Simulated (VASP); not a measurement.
Set up this calculation in VASP 6.6.1, as the native input.

```yaml
Task: single point
Functional: PBEsol
Potentials_or_basis: VASP PAW PBE potentials, release 64 (Ti_sv, C)
Cutoff: 520 eV
k_mesh: 12 × 12 × 8
Occupations: gaussian, width 0.15 eV
Spin: no spin polarisation
Dipole_correction: no
Further_INCAR_settings: ALGO = Normal; EDIFF = 1e-06; NBANDS = 24
```

The structure of TiC lies in POSCAR:

```
TiC
1.0
    0.0000211002     -2.1468091266     -2.1468061916
   -0.0000267591      2.1467588386     -2.1467559036
    4.2926059422     -0.0000478593      0.0000056589
Ti C
2 2
Direct
    0.4999965260      0.5000048254      0.5000054858
    0.0000034740     -0.0000048254     -0.0000054858
    0.4999956559      0.5000053174      0.0000065007
    0.0000043441     -0.0000053174      0.4999934993
```

The input as run:

INCAR

```
SYSTEM = TiC
PREC = Accurate
ENCUT = 520
EDIFF = 1E-6
ISMEAR = 0
SIGMA = 0.15
LREAL = .FALSE.
LASPH = .TRUE.
NELM = 60
ALGO = Normal
ISIF = 2
LWAVE = .FALSE.
LCHARG = .TRUE.
GGA = PS
LELF = .TRUE.
LVHAR = .TRUE.
NBANDS = 24
```

KPOINTS

```
regular mesh
0
G
  12 12 8
  0 0 0
```

Potentials or basis: VASP PAW PBE potentials, release 64 (Ti_sv, C).

The run is started by

```sh
$ cat potpaw_PBE.64/Ti_sv/POTCAR potpaw_PBE.64/C/POTCAR > POTCAR
$ mpirun -np 1 vasp_std > vasp.out
```

It gave:

```json
{"Pressure": "0.3 GPa", "Band gap on the k mesh": "zero (bands 16 and 17 overlap by 1.09 eV)"}
```

Caveat: the PAW data sets were made with another functional, which shifts forces and pressure a little.

Run time: 7.2 min on 1 thread of Intel(R) Xeon(R) Platinum 8259CL CPU @ 2.50GHz (Skylake/Cascade Lake), with other jobs on the host, peak memory 0.53 GiB.
